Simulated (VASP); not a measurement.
# As (Fm-3m) in VASP: a series of runs

The runs below take As through single point, with PBE.

Program: VASP 6.6.1. These are calculated values, not measurements. Logs are shortened: lines on timing, memory, paths and dates and some standing lists are left out, and cuts for length are marked.

**1. The cell of the first run**

Symmetry: Fm-3m, No. 225, cubic system. Conventional cell: a = 4.144 Å, b = 4.144 Å, c = 4.144 Å, α = 90.00°, β = 90.00°, γ = 90.00°. As (site symmetry m-3m) has 12 As at 2.93 Å within 3.9 Å.

**2. Single point, PBE (volume scaled by 0.92)**

INCAR

```
PREC = Accurate
ENCUT = 520
EDIFF = 1E-7
ISMEAR = -1
SIGMA = 0.1
LREAL = False
LASPH = True
NELM = 100
ALGO = Normal
ISIF = 2
LWAVE = False
LCHARG = False
GGA = PE
NBANDS = 8
```

KPOINTS

```
regular mesh
0
Gamma
  21 21 21
```

POSCAR

```
As
1.0
    0.0000000000      2.0721007264      2.0721007264
    2.0721007264      0.0000000000      2.0721007264
    2.0721007264      2.0721007264      0.0000000000
As
1
Direct
    0.0000000000      0.0000000000      0.0000000000
```

Potentials or basis: VASP PAW PBE potentials, release 64 (As).

Launch:

```sh
$ cat potpaw_PBE.64/As/POTCAR > POTCAR
$ mpirun -np 1 vasp_std > vasp.out
```

OUTCAR:

```text
PREC = Accurate
   ENCUT = 520
   EDIFF = 1E-7
   ISMEAR = -1
   LREAL = False
   LASPH = True
   NELM = 100
   ISIF = 2
   GGA = PE

 ion  position               nearest neighbor table
   1  0.000  0.000  0.000-

  LATTYP: Found a face centered cubic cell.
 ALAT       =     4.1442014528

  Lattice vectors:

 A1 = (   0.0000000000,   2.0721007264,   2.0721007264)
 A2 = (   2.0721007264,   0.0000000000,   2.0721007264)
 A3 = (   2.0721007264,   2.0721007264,   0.0000000000)

Analysis of symmetry for initial positions (statically):
=====================================================================
 Subroutine PRICEL returns:
 Original cell was already a primitive cell.

 Routine SETGRP: Setting up the symmetry group for a
 face centered cubic supercell.

 Subroutine GETGRP returns: Found 48 space group operations
 (whereof 48 operations were pure point group operations)
 out of a pool of 48 trial point group operations.

The static configuration has the point symmetry O_h .

Analysis of symmetry for dynamics (positions and initial velocities):
=====================================================================
 Subroutine PRICEL returns:
 Original cell was already a primitive cell.

 Routine SETGRP: Setting up the symmetry group for a
 face centered cubic supercell.

 Subroutine GETGRP returns: Found 48 space group operations
 (whereof 48 operations were pure point group operations)
 out of a pool of 48 trial point group operations.

The dynamic configuration has the point symmetry O_h .

 Subroutine INISYM returns: Found 48 space group operations
 (whereof 48 operations are pure point group operations),
 and found     1 'primitive' translations

----------------------------------------------------------------------------------------

                                     Primitive cell

  volume of cell :      17.7935

  direct lattice vectors                    reciprocal lattice vectors
     0.000000000  2.072100726  2.072100726    -0.241301011  0.241301011  0.241301011
     2.072100726  0.000000000  2.072100726     0.241301011 -0.241301011  0.241301011
     2.072100726  2.072100726  0.000000000     0.241301011  0.241301011 -0.241301011

  length of vectors
     2.930392950  2.930392950  2.930392950     0.417945611  0.417945611  0.417945611

  position of ions in fractional coordinates (direct lattice)
     0.000000000  0.000000000  0.000000000

  ion indices of the primitive-cell ions
   primitive index   ion index
                 1           1

----------------------------------------------------------------------------------------

 KPOINTS: regular mesh

Automatic generation of k-mesh.
 Grid dimensions read from file:
 generate k-points for:   21   21   21

 Generating k-lattice:

  Cartesian coordinates                     Fractional coordinates (reciprocal lattice)
    -0.011490524  0.011490524  0.011490524     0.047619048  0.000000000  0.000000000
     0.011490524 -0.011490524  0.011490524     0.000000000  0.047619048  0.000000000
     0.011490524  0.011490524 -0.011490524     0.000000000  0.000000000  0.047619048

  Length of vectors
     0.019902172  0.019902172  0.019902172

  Shift w.r.t. Gamma in fractional coordinates (k-lattice)
     0.000000000  0.000000000  0.000000000

 Subroutine IBZKPT returns following result:
 ===========================================

 Found    286 irreducible k-points:

 Following reciprocal coordinates:
            Coordinates               Weight
  0.000000  0.000000  0.000000      1.000000
  0.047619  0.000000  0.000000      8.000000
  0.095238  0.000000  0.000000      8.000000
  0.142857  0.000000  0.000000      8.000000
  0.190476  0.000000  0.000000      8.000000
  0.238095  0.000000  0.000000      8.000000
[... 16 lines left out ...]
 -0.428571  0.047619  0.000000     24.000000
 -0.380952  0.047619  0.000000     24.000000
 [... further k-points ...]
   k-points           NKPTS =    286   k-points in BZ     NKDIM =    286   number of bands    NBANDS=      8
   number of dos      NEDOS =    301   number of ions     NIONS =      1
   total plane-waves  NPLWV =  13824
   dimension x,y,z NGX =    24 NGY =   24 NGZ =   24
   dimension x,y,z NGXF=    48 NGYF=   48 NGZF=   48
   ions per type =               1
   NGX,Y,Z   is equivalent  to a cutoff of  13.62, 13.62, 13.62 a.u.
   NGXF,Y,Z  is equivalent  to a cutoff of  27.23, 27.23, 27.23 a.u.
 SYSTEM =  unknown system
   PREC   = accura    normal or accurate (medium, high low for compatibility)
   ISTART =      0    job   : 0-new  1-cont  2-samecut
   ICHARG =      2    charge: 1-file 2-atom 10-const
   ISPIN  =      1    spin polarized calculation?
   LNONCOLLINEAR =      F non collinear calculations
   LSORBIT =      F    spin-orbit coupling
   LASPH  =      T    aspherical Exc in radial PAW
   ENCUT  =  520.0 eV  38.22 Ry    6.18 a.u.   5.45  5.45  5.45*2*pi/ulx,y,z
   NELM   =    100;   NELMIN=  2; NELMDL= -5     # of ELM steps
   EDIFF  = 0.1E-06   stopping-criterion for ELM
   LREAL  =      F    real-space projection
   EDIFFG = 0.1E-05   stopping-criterion for IOM
   NSW    =      0    number of steps for IOM
   IBRION =     -1    ionic relax: 0-MD 1-quasi-New 2-CG
   NFREE  =      0    steps in history (QN), initial steepest desc. (CG)
   ISIF   =      2    stress and relaxation
   ISYM   =      2    0-nonsym 1-usesym 2-fastsym
   POTIM  = 0.5000    time-step for ionic-motion
   TEBEG  =    0.0;   TEEND  =   0.0 temperature during run
   PSTRESS=    0.0 pullay stress
   NELECT =       5.0000    total number of electrons
   NUPDOWN=      -1.0000    fix difference up-down
   EMIN   =  10.00;   EMAX   =-10.00  energy-range for DOS
   EFERMI =   0.00;   METHOD = LEGACY
   ISMEAR =    -1;   SIGMA  =   0.10  broadening in eV -4-tet -1-fermi 0-gaus
   EFERMI_NEDOS =   21; number of points for ismear=-14 and -15
   IALGO  =     38    algorithm
   IMIX   =      4    mixing-type and parameters
     AMIX     =   0.40;   BMIX     =  1.00
     AMIX_MAG =   1.60;   BMIX_MAG =  1.00
  volume/ion in A,a.u.               =      17.79       120.08
  Fermi-wavevector in a.u.,A,eV,Ry     =   1.072286  2.026327 15.643942  1.149797
  Thomas-Fermi vector in A             =   2.208052
   LORBIT       =      0    0 simple, 1 ext, 2 COOP (PROOUT), +10 PAW based schemes
   GGA     = PE    functional components
   LHFCALC =     F    Hartree Fock is set to
   AEXX    =    0.0000 exact exchange contribution
   IVDW    =     0    specifies the selected vdW correction
   LEPSILON=     F    determine dielectric tensor
   LRPA    =     F    only Hartree local field effects (RPA)
 non-spin polarized calculation
  energy-cutoff  :      520.00
  volume of cell :       17.79
 maximum number of plane-waves:       531
 NGX is ok and might be reduce to    24
   NGX = 11   NGY = 11   NGZ = 11

 number of electron       5.0000000 magnetization

 Free energy of the ion-electron system (eV)
  ---------------------------------------------------
  ext. energy  EPLUGINS =         0.00000000
  ---------------------------------------------------
  free energy    TOTEN  =        -4.10329294 eV

  energy without entropy =       -4.08609050  energy(sigma->0) =       -4.09469172

 E-fermi :   7.3709     XC(G=0): -11.0792

 val. band max:        7.3568777016   @ k =   0.3333   0.2381   0.0952
 cond. band min:       7.4000043167   @ k =   0.2381   0.0476   0.0000
 fundamental gap:      0.0431266151
 Fermi energy:         7.3709193809

 k-point     1 :       0.0000    0.0000    0.0000
  band No.  band energies     occupation
      1      -8.4396      2.00000
      2      13.6627      0.00000
      3      13.6627      0.00000
      4      13.6627      0.00000
      5      19.9688      0.00000
      6      19.9688      0.00000
      7      19.9688      0.00000
      8      22.3952      0.00000

 k-point     2 :       0.0476    0.0000    0.0000
  band No.  band energies     occupation
      1      -8.3829      2.00000
      2      13.1465      0.00000
      3      13.5900      0.00000
      4      13.5900      0.00000
      5      19.6845      0.00000
      6      20.1030      0.00000
      7      20.1030      0.00000
      8      22.7709      0.00000

 k-point     3 :       0.0952    0.0000    0.0000
  band No.  band energies     occupation
      1      -8.2129      2.00000
      2      11.8708      0.00000
      3      13.3941      0.00000
      4      13.3941      0.00000
      5      19.2078      0.00000
      6      20.4575      0.00000
      7      20.4575      0.00000
      8      23.3452      0.00000

 k-point     4 :       0.1429    0.0000    0.0000
  band No.  band energies     occupation
      1      -7.9304      2.00000
      2      10.2502      0.00000
      3      13.1247      0.00000
      4      13.1247      0.00000
      5      18.7670      0.00000
      6      20.8712      0.00000
      7      20.8712      0.00000
      8      24.0525      0.00000

 k-point     5 :       0.1905    0.0000    0.0000
  band No.  band energies     occupation
      1      -7.5370      2.00000
      2       8.5225      0.00002
      3      12.8307      0.00000
      4      12.8307      0.00000
      5      18.3966      0.00000
      6      21.0187      0.00000
      7      21.0187      0.00000
      8      24.0714      0.00000
[... 177 lines left out ...]
 k-point    22 :      -0.4762    0.0476    0.0000
  band No.  band energies     occupation
      1      -3.5469      2.00000
      2       0.1362      2.00000
      3      11.2839      0.00000
      4      11.6614      0.00000
      5      17.8732      0.00000
      6      18.4166      0.00000
      7      19.0375      0.00000
      8      21.9603      0.00000

 k-point    23 :      -0.4286    0.0476    0.0000
  band No.  band energies     occupation
      1      -3.9565      2.00000
      2       0.6940      2.00000
      3      11.2100      0.00000
      4      11.8157      0.00000
      5      17.9471      0.00000
      6      18.5405      0.00000
      7      19.0159      0.00000
      8      22.1062      0.00000

 k-point    24 :      -0.3810    0.0476    0.0000
  band No.  band energies     occupation
      1      -4.6756      2.00000
      2       1.7822      2.00000
      3      11.2014      0.00000
      4      12.0199      0.00000
      5      17.9974      0.00000
      6      18.8560      0.00000
      7      19.1391      0.00000
      8      22.4164      0.00000

 [... further k-points ...]

------------------------ aborting loop because EDIFF is reached ----------------------------------------

  FORCE on cell =-STRESS in cart. coord.  units (eV):
  Direction    XX          YY          ZZ          XY          YZ          ZX
  --------------------------------------------------------------------------------------
  -------------------------------------------------------------------------------------
  Total        0.8883798      0.8883798      0.8883798      0.0000000     -0.0000000     -0.0000000
  in kB       79.9920209     79.9920209     79.9920209      0.0000000     -0.0000000     -0.0000000
  external PRESSURE =      79.9920209 kB  Pullay stress =       0.0000000 kB

 VOLUME and BASIS-vectors are now :
 -----------------------------------------------------------------------------
  energy-cutoff  :      520.00
  volume of cell :       17.79
      direct lattice vectors                 reciprocal lattice vectors
     0.000000000  2.072100726  2.072100726    -0.241301011  0.241301011  0.241301011
     2.072100726  0.000000000  2.072100726     0.241301011 -0.241301011  0.241301011
     2.072100726  2.072100726  0.000000000     0.241301011  0.241301011 -0.241301011

 POSITION                                       TOTAL-FORCE (eV/Angst)
 -----------------------------------------------------------------------------------
      0.00000      0.00000      0.00000         0.000000      0.000000      0.000000
 -----------------------------------------------------------------------------------
    total drift:                                0.000000      0.000000      0.000000

  FREE ENERGIE OF THE ION-ELECTRON SYSTEM (eV)
  ---------------------------------------------------
  free  energy   TOTEN  =        -4.1032929442 eV

  energy  without entropy=       -4.0860905010  energy(sigma->0) =       -4.09469172
```

It took 39 s on 1 thread of Intel Xeon 8259CL, shared host; peak memory 0.17 GiB.

What came out:

```yaml
Free_energy: -4.1033 eV
Pressure: 8.0 GPa
```

Caveat: the cell differs from its parent crystal (volume scaled by 0.92).

**3. Single point, PBE (volume scaled by 0.96)**

INCAR

```
SYSTEM = As
  PREC = Accurate
  ENCUT = 520
  EDIFF = 1E-7
  ISMEAR = -1
  SIGMA = 0.1
  LREAL = .FALSE.
  LASPH = .TRUE.
  NELM = 100
  ALGO = Normal
  ISIF = 2
  LWAVE = .FALSE.
  LCHARG = .FALSE.
  GGA = PE
  NBANDS = 8
```

KPOINTS

```
Automatic mesh
0
G
  21 21 21
  0 0 0
```

POSCAR

```
As
1.0
    0.0000000000      2.1017061652      2.1017061652
    2.1017061652      0.0000000000      2.1017061652
    2.1017061652      2.1017061652      0.0000000000
As
1
Direct
    0.0000000000      0.0000000000      0.0000000000
```

Potentials or basis: VASP PAW PBE potentials, release 64 (As).

Launch:

```sh
$ cat potpaw_PBE.64/As/POTCAR > POTCAR
$ mpirun -np 1 vasp_std > vasp.out
```

Wall time 37 s (1 thread of Intel Xeon 8259CL, shared host); peak memory 0.17 GiB.

Results (log left out):

```yaml
Free_energy: -4.1308 eV
Pressure: 3.6 GPa
```

Levels at points of the mesh, in eV from the Fermi level:
```csv
k point,band 1,band 2,band 3,band 4,band 5,band 6,band 7
"(0.00, 0.00, 0.00)",-15.41,5.94,5.94,5.94,12.43,12.43,12.43
```

Caveat: the cell differs from its parent crystal (volume scaled by 0.96).

**4. Single point, PBE**

This run uses another cell than the first one, of 19.34 Å³/atom, 1.087 times its volume.

INCAR

```
SYSTEM = As
ALGO = Normal
EDIFF = 1E-6
ENCUT = 520
GGA = PE
ISIF = 2
ISMEAR = -1
LASPH = .True.
LCHARG = .False.
LREAL = .False.
LWAVE = .False.
NBANDS = 8
NELM = 80
PREC = Accurate
SIGMA = 0.1
```

KPOINTS

```
k-points
0
Gamma
  21 21 21
  0 0 0
```

POSCAR

```
As
1.0
    0.0000000000      2.1305002387      2.1305002387
    2.1305002387      0.0000000000      2.1305002387
    2.1305002387      2.1305002387      0.0000000000
As
1
Direct
    0.0000000000      0.0000000000      0.0000000000
```

Launch:

```sh
$ cat potpaw_PBE.64/As/POTCAR > POTCAR
$ mpirun -np 1 vasp_std > vasp.out
```

Wall time 40 s (1 thread of Intel Xeon 8259CL, shared host); peak memory 0.17 GiB.

It converged, with:

```
Free energy : -4.1391 eV
Pressure    : 0.0 GPa
```

Levels at points of the mesh, in eV from the Fermi level:
```tsv
k point	band 1	band 2	band 3	band 4	band 5	band 6
(0.00, 0.00, 0.00)	-15.03	5.62	5.62	5.62	12.27	12.27
```

[end of part 1 of 2]
